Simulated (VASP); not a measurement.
# CaSe (Fm-3m) in VASP: vibrations by perturbation theory with LDA

Aim: the vibrations by perturbation theory of CaSe with LDA.

All numbers are computed with VASP 6.6.1; they aren't measurements. Logs are shortened: lines on timing, memory, paths and dates and some standing lists are left out, and cuts for length are marked.

## 1. The cell of the first run

It takes space group Fm-3m (No. 225, cubic). The conventional cell has a = 5.759 Å, b = 5.759 Å, c = 5.759 Å, α = 90.00°, β = 90.00°, γ = 90.00°. Within 3.8 Å of Ca (site symmetry m-3m) lie 6 Se at 2.88 Å. Se (site symmetry m-3m) has 6 Ca at 2.88 Å within 3.8 Å.

## 2. Vibrations by perturbation theory, LDA

Input file INCAR:

```
  PREC = Accurate
  ENCUT = 520
  EDIFF = 1E-8
  ISMEAR = 0
  SIGMA = 0.01
  LREAL = False
  LASPH = True
  NELM = 80
  ALGO = Normal
  ISIF = 2
  LWAVE = False
  LCHARG = True
  GGA = CA
  IBRION = 8
  NSW = 1
  LEPSILON = True
```

Input file KPOINTS:

```
Automatic mesh
0
Gamma
  8 8 8
```

Input file POSCAR:

```
CaSe
1.0
    0.0000000000      2.8795728361      2.8795728361
    2.8795728361      0.0000000000      2.8795728361
    2.8795728361      2.8795728361      0.0000000000
Ca Se
1 1
Direct
    0.0000000000      0.0000000000      0.0000000000
    0.5000000000      0.5000000000      0.5000000000
```

Potentials or basis: VASP PAW LDA potentials, release 64 (Ca_sv, Se).

Run with:

```
> cat potpaw_LDA.64/Ca_sv/POTCAR potpaw_LDA.64/Se/POTCAR > POTCAR
> mpirun -np 1 vasp_std > vasp.out
```

OUTCAR:

```text
PREC = Accurate
   ENCUT = 520
   EDIFF = 1E-8
   ISMEAR = 0
   LREAL = False
   LASPH = True
   NELM = 80
   ISIF = 2
   GGA = CA
   IBRION = 8
   NSW = 1
   LEPSILON = True

 ion  position               nearest neighbor table
   1  0.000  0.000  0.000-   2 2.88   2 2.88   2 2.88   2 2.88   2 2.88   2 2.88
   2  0.500  0.500  0.500-   1 2.88   1 2.88   1 2.88   1 2.88   1 2.88   1 2.88

  LATTYP: Found a face centered cubic cell.
 ALAT       =     5.7591456722

  Lattice vectors:

 A1 = (   0.0000000000,   2.8795728361,   2.8795728361)
 A2 = (   2.8795728361,   0.0000000000,   2.8795728361)
 A3 = (   2.8795728361,   2.8795728361,   0.0000000000)

Analysis of symmetry for initial positions (statically):
=====================================================================
 Subroutine PRICEL returns:
 Original cell was already a primitive cell.

 Routine SETGRP: Setting up the symmetry group for a
 face centered cubic supercell.

 Subroutine GETGRP returns: Found 48 space group operations
 (whereof 48 operations were pure point group operations)
 out of a pool of 48 trial point group operations.

The static configuration has the point symmetry O_h .

Analysis of symmetry for dynamics (positions and initial velocities):
=====================================================================
 Subroutine PRICEL returns:
 Original cell was already a primitive cell.

 Routine SETGRP: Setting up the symmetry group for a
 face centered cubic supercell.

 Subroutine GETGRP returns: Found 48 space group operations
 (whereof 48 operations were pure point group operations)
 out of a pool of 48 trial point group operations.

The dynamic configuration has the point symmetry O_h .

 Subroutine INISYM returns: Found 48 space group operations
 (whereof 48 operations are pure point group operations),
 and found     1 'primitive' translations

----------------------------------------------------------------------------------------

                                     Primitive cell

  volume of cell :      47.7545

  direct lattice vectors                    reciprocal lattice vectors
     0.000000000  2.879572836  2.879572836    -0.173636865  0.173636865  0.173636865
     2.879572836  0.000000000  2.879572836     0.173636865 -0.173636865  0.173636865
     2.879572836  2.879572836  0.000000000     0.173636865  0.173636865 -0.173636865

  length of vectors
     4.072330959  4.072330959  4.072330959     0.300747872  0.300747872  0.300747872

  position of ions in fractional coordinates (direct lattice)
[... 8 lines left out ...]
----------------------------------------------------------------------------------------

 KPOINTS: Automatic mesh

Automatic generation of k-mesh.
 Grid dimensions read from file:
 generate k-points for:    8    8    8

 Generating k-lattice:

  Cartesian coordinates                     Fractional coordinates (reciprocal lattice)
    -0.021704608  0.021704608  0.021704608     0.125000000  0.000000000  0.000000000
     0.021704608 -0.021704608  0.021704608     0.000000000  0.125000000  0.000000000
     0.021704608  0.021704608 -0.021704608     0.000000000  0.000000000  0.125000000

  Length of vectors
     0.037593484  0.037593484  0.037593484

  Shift w.r.t. Gamma in fractional coordinates (k-lattice)
     0.000000000  0.000000000  0.000000000

 Subroutine IBZKPT returns following result:
 ===========================================

 Found     29 irreducible k-points:

 Following reciprocal coordinates:
            Coordinates               Weight
  0.000000  0.000000  0.000000      1.000000
  0.125000  0.000000  0.000000      8.000000
  0.250000  0.000000  0.000000      8.000000
  0.375000  0.000000  0.000000      8.000000
[... 460 lines left out ...]
  energy-cutoff  :      520.00
  volume of cell :       47.75
      direct lattice vectors                 reciprocal lattice vectors
     0.000000000  2.879572836  2.879572836    -0.173636865  0.173636865  0.173636865
     2.879572836  0.000000000  2.879572836     0.173636865 -0.173636865  0.173636865
     2.879572836  2.879572836  0.000000000     0.173636865  0.173636865 -0.173636865

 POSITION                                       TOTAL-FORCE (eV/Angst)
 -----------------------------------------------------------------------------------
      0.00000      0.00000      0.00000         0.000000      0.000000     -0.000000
      2.87957      2.87957      2.87957        -0.000000     -0.000000      0.000000
 -----------------------------------------------------------------------------------
    total drift:                               -0.000000      0.000000      0.000000

  FREE ENERGIE OF THE ION-ELECTRON SYSTEM (eV)
  ---------------------------------------------------
  free  energy   TOTEN  =       -10.5795374450 eV

  energy  without entropy=      -10.5795374450  energy(sigma->0) =      -10.57953744

 HEAD OF MICROSCOPIC STATIC DIELECTRIC TENSOR (INDEPENDENT PARTICLE, excluding Hartree and local field effects)
 ------------------------------------------------------
           6.735382     0.000000     0.000000
          -0.000000     6.735382     0.000000
           0.000000     0.000000     6.735382
 ------------------------------------------------------

 Free energy of the ion-electron system (eV)
  ---------------------------------------------------
  ---------------------------------------------------
  free energy    TOTEN  =        -0.73095257 eV

  energy without entropy =       -0.73095257

------------------------ aborting loop because EDIFF is reached ----------------------------------------

--------------------------------------- Ionic step        2  -------------------------------------------

------------------------ aborting loop because EDIFF is reached ----------------------------------------

--------------------------------------- Ionic step        3  -------------------------------------------

------------------------ aborting loop because EDIFF is reached ----------------------------------------

 PIEZOELECTRIC TENSOR FIELD DIRECTION 3  (e Angst)
 -----------------------------------------------------------------------------
     0.00026  0.00000  0.00000           (  0.00001  0.00000 -0.00000)
     0.00000  0.00026  0.00000           (  0.00000  0.00001  0.00000)
    -0.00000  0.00000 -0.00292           ( -0.00000  0.00000  0.00003)

 PIEZOELECTRIC TENSOR FIELD DIRECTION 3  (C/m^2)
 -----------------------------------------------------------------------------
     0.00009  0.00000  0.00000
     0.00000  0.00009  0.00000
    -0.00000  0.00000 -0.00098

--------------------------------------- Ionic step        4  -------------------------------------------

------------------------ aborting loop because EDIFF is reached ----------------------------------------

[... ionic steps 5 to 6 ...]

--------------------------------------- Ionic step        7  -------------------------------------------

 Free energy of the ion-electron system (eV)
  ---------------------------------------------------
  ---------------------------------------------------
  free energy    TOTEN  =        -0.08644245 eV

  energy without entropy =       -0.08644245

------------------------ aborting loop because EDIFF is reached ----------------------------------------

 INTERNAL STRAIN TENSOR  FOR ION    2  DIRECTION 1   (eV/Angst):
 -----------------------------------------------------------------------------
    -0.00538  0.00000  0.00000
    -0.00000  0.00273  0.00000
     0.00000  0.00000  0.00273

 MACROSCOPIC STATIC DIELECTRIC TENSOR (including local field effects in DFT)
 ------------------------------------------------------
           6.136225    -0.000000     0.000000
           0.000000     6.136225     0.000000
           0.000000     0.000000     6.136225
 ------------------------------------------------------

 PIEZOELECTRIC TENSOR (including local field effects)  for field in x, y, z        (e  Angst)
          XX          YY          ZZ          XY          YZ          ZX
  --------------------------------------------------------------------------------
  x     0.00000     0.00000     0.00000     0.00000     0.00000     0.00000
  y     0.00000     0.00000     0.00000     0.00000     0.00000     0.00000
  z     0.00000     0.00000     0.00000     0.00000     0.00000     0.00000

 PIEZOELECTRIC TENSOR (including local field effects)  for field in x, y, z        (C/m^2)
          XX          YY          ZZ          XY          YZ          ZX
  --------------------------------------------------------------------------------
  x     0.00000     0.00000     0.00000     0.00000     0.00000     0.00000
  y     0.00000     0.00000     0.00000     0.00000     0.00000     0.00000
  z     0.00000     0.00000     0.00000     0.00000     0.00000     0.00000

 BORN EFFECTIVE CHARGES (including local field effects) (in |e|, cummulative output)
 ---------------------------------------------------------------------------------
 ion    1
    1     2.35344     0.00000    -0.00000
    2     0.00000     2.35344     0.00000
    3    -0.00000     0.00000     2.35344
 ion    2
    1    -2.35344     0.00000     0.00000
    2     0.00000    -2.35344    -0.00000
    3     0.00000    -0.00000    -2.35344

 INTERNAL STRAIN TENSOR FOR ION    2 for displacements in x,y,z  (eV/Angst):
          X           Y           Z          XY          YZ          ZX
  --------------------------------------------------------------------------------
  x     0.00000     0.00000     0.00000     0.00000     0.00000     0.00000
  y     0.00000     0.00000     0.00000     0.00000     0.00000     0.00000
  z     0.00000     0.00000     0.00000     0.00000     0.00000     0.00000

 SECOND DERIVATIVES (NOT SYMMETRIZED)
 ------------------------------------
               1X          1Y          1Z          2X          2Y          2Z
  1X    -3.939899    0.000000    0.000000    3.939899    0.000000    0.000000
  1Y     0.000000   -3.939899    0.000000    0.000000    3.939899    0.000000
  1Z     0.000000    0.000000   -3.939899    0.000000    0.000000    3.939899
  2X     3.906985    0.000000    0.000000   -3.906985    0.000000    0.000000
  2Y     0.000000    3.906985    0.000000    0.000000   -3.906985    0.000000
  2Z     0.000000    0.000000    3.906985    0.000000    0.000000   -3.906985

 Eigenvectors and eigenvalues of the dynamical matrix
 ----------------------------------------------------

   1 f  =    6.009920 THz    37.761443 2PiTHz  200.469365 cm-1    24.855022 meV
             X         Y         Z           dx          dy          dz
      0.000000  0.000000  0.000000     0.000000    0.815590    0.000000
      2.879573  2.879573  2.879573     0.000000   -0.578630    0.000000
[... 21 lines left out ...]
   6 f/i=    0.011897 THz     0.074749 2PiTHz    0.396833 cm-1     0.049201 meV
             X         Y         Z           dx          dy          dz
      0.000000  0.000000  0.000000     0.000000    0.000000   -0.578630
      2.879573  2.879573  2.879573     0.000000    0.000000   -0.815590

--------------------------------------------------------------------------------------------------------

 MACROSCOPIC STATIC DIELECTRIC TENSOR IONIC CONTRIBUTION
 ------------------------------------------------------
           5.349170    -0.000000    -0.000000
          -0.000000     5.349170     0.000000
          -0.000000     0.000000     5.349170
 ------------------------------------------------------

 ELASTIC MODULI CONTR FROM IONIC RELAXATION (kBar)
 Direction    XX          YY          ZZ          XY          YZ          ZX
 --------------------------------------------------------------------------------
 XX           0.0000      0.0000      0.0000      0.0000      0.0000      0.0000
 YY           0.0000      0.0000      0.0000      0.0000      0.0000      0.0000
 ZZ           0.0000      0.0000      0.0000      0.0000      0.0000      0.0000
 XY           0.0000      0.0000      0.0000      0.0000      0.0000      0.0000
 YZ           0.0000      0.0000      0.0000      0.0000      0.0000      0.0000
 ZX           0.0000      0.0000      0.0000      0.0000      0.0000      0.0000
 --------------------------------------------------------------------------------

 PIEZOELECTRIC TENSOR IONIC CONTR  for field in x, y, z        (C/m^2)
          XX          YY          ZZ          XY          YZ          ZX
  --------------------------------------------------------------------------------
  x     0.00000     0.00000     0.00000     0.00000     0.00000     0.00000
  y     0.00000     0.00000     0.00000     0.00000     0.00000     0.00000
  z     0.00000     0.00000     0.00000     0.00000     0.00000     0.00000
```

Run time: 9.7 min. Hardware: 1 thread of Intel Xeon Platinum 8259CL at 2.50GHz (Skylake/Cascade Lake), shared host; peak memory 0.24 GiB.

Results:

* Electronic dielectric tensor (diagonal): 6.14
* Born charges (mean of the diagonal): Ca +2.35; Se -2.35 e
* Highest phonon frequency at Γ, LO-TO splitting left out: 200 cm⁻¹

Phonon frequencies in cm⁻¹ (negative: imaginary):
```
              q point        frequencies
(0.000, 0.000, 0.000)  0 0 0 200 200 200
```

Electronic dielectric tensor:
```
6.14 0.00 0.00
0.00 6.14 0.00
0.00 0.00 6.14
```

Born effective charge tensors (e):
atom 1, Ca
```
2.35 0.00 0.00
0.00 2.35 0.00
0.00 0.00 2.35
```
atom 2, Se
```
-2.35  0.00  0.00
 0.00 -2.35  0.00
 0.00  0.00 -2.35
```

Caveat: the cell wasn't relaxed at this level first, which shifts response properties.
